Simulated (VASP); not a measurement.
Input of a VASP 6.6.1 run:

File INCAR:

```
SYSTEM = MnPt3
PREC     = Accurate       ! precision mode
ENCUT    = 520            ! plane-wave cutoff, eV
EDIFF    = 1E-6           ! SCF threshold, eV
ISMEAR   = -1             ! smearing method
SIGMA    = 0.1            ! smearing width, eV
LREAL    = .False.        ! projectors in reciprocal space
LASPH    = .True.         ! aspherical terms in the spheres
NELM     = 150            ! most SCF steps
ALGO     = Normal         ! electronic algorithm
ISIF     = 2              ! what is computed and relaxed
LWAVE    = .False.        ! write WAVECAR
LCHARG   = .True.         ! write CHGCAR
ISPIN    = 2              ! spin polarisation
MAGMOM   = 5.2 0 0 0      ! initial moments
LORBIT   = 11             ! projections on sites
LMAXMIX  = 4              ! l up to which the mixer works
LELF     = .True.         ! ELF
LVHAR    = .True.       
NBANDS   = 34             ! bands
```

KPOINTS

```
Automatic mesh
0
Gamma
  6 6 6
  0 0 0
```

POSCAR

```
MnPt3
1.0
    3.9000000000      0.0000000000      0.0000000000
    0.0000000000      3.9000000000      0.0000000000
    0.0000000000      0.0000000000      3.9000000000
Mn Pt
1 3
Direct
    0.0000000000      0.0000000000      0.0000000000
    0.0000000000      0.5000000000      0.5000000000
    0.5000000000      0.0000000000      0.5000000000
    0.5000000000      0.5000000000      0.0000000000
```

Potentials or basis: VASP PAW LDA potentials, release 64 (Mn_pv, Pt).

Run with:

```console
$ cat potpaw_LDA.64/Mn_pv/POTCAR potpaw_LDA.64/Pt/POTCAR > POTCAR
$ mpirun -np 1 vasp_std > vasp.out
```

Estimate the net moment.

4.05 μB per cell.

Predict the site moments.

Mn +3.57; Pt +0.11 μB.

Predict the pressure.

-10.3 GPa.
